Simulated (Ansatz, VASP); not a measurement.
SnSe in VASP and in Ansatz

Contents of INCAR:

```
PREC = Accurate
ENCUT = 520
EDIFF = 1E-6
ISMEAR = -1
SIGMA = 0.02
LREAL = False
LASPH = True
NELM = 80
ALGO = Normal
ISIF = 2
LWAVE = False
LCHARG = False
GGA = PE
NBANDS = 17
```

KPOINTS

```
regular mesh
0
Gamma
  9 9 9
```

File POSCAR:

```
SnSe
1.0
    0.0000000000      3.0100000000      3.0702000000
    3.0100000000      0.0000000000      3.0702000000
    3.0100000000      3.0100000000      0.0000000000
Sn Se
1 1
Direct
    0.0000000000      0.0000000000      0.0000000000
    0.5000000000      0.5000000000      0.5000000000
```

Input for Ansatz:

```yaml
crystal:
  lattice:
    - [0.0, 3.01, 3.0702]
    - [3.01, 0.0, 3.0702]
    - [3.01, 3.01, 0.0]
  atoms:
    - { symbol: Sn, position: [0.0, 0.0, 0.0] }
    - { symbol: Se, position: [0.5, 0.5, 0.5] }
kpoints:
  mp_grid: { grid: [9, 9, 9] }
  band_path:
    path:
      - [0.0, 0.0, 0.0]
      - [0.0, 0.5, 0.5]
      - [0.25, 0.75, 0.5]
      - [0.0, 0.5, 0.0]
      - [0.0, 0.0, 0.0]
      - [0.5, 0.5, 0.0]
      - [0.3701460977, 0.6298539023, 0.0]
      - [-0.3701460977, 0.3701460977, 0.0]
      - [0.0, 0.0, 0.0]
    npoints: 5
scf:
  occupations: { method: fermi_dirac, width: 0.02 }
hamiltonian:
  xc: pbe
  pseudopotentials: { kind: all_electron, lapw: { basis_error: 0.00025 } }
output:
  forces: true
  stress: true
  eigenvalues: true
```

Change from the starting cell: zz strain of +2 %.

Alike in both runs: task single point; functional PBE; k mesh 9 × 9 × 9; occupations fermi-dirac, width 0.02 eV; no spin polarisation.

|  | VASP | Ansatz |
| --- | --- | --- |
| version | VASP 6.6.1 | Ansatz 0.2.0 |
| potentials or method | VASP PAW PBE potentials, release 64 (Sn_d, Se), cutoff 520 eV | all-electron LAPW, scalar-relativistic |

```csv
,VASP,Ansatz,Ansatz less VASP
pressure (GPa),0.1,0.1,+0.01
"traceless stress, the component that is largest in VASP (GPa)",-1.42,-1.42,+0.006
```

Ansatz ran all-electron here, and VASP with PAW potentials.
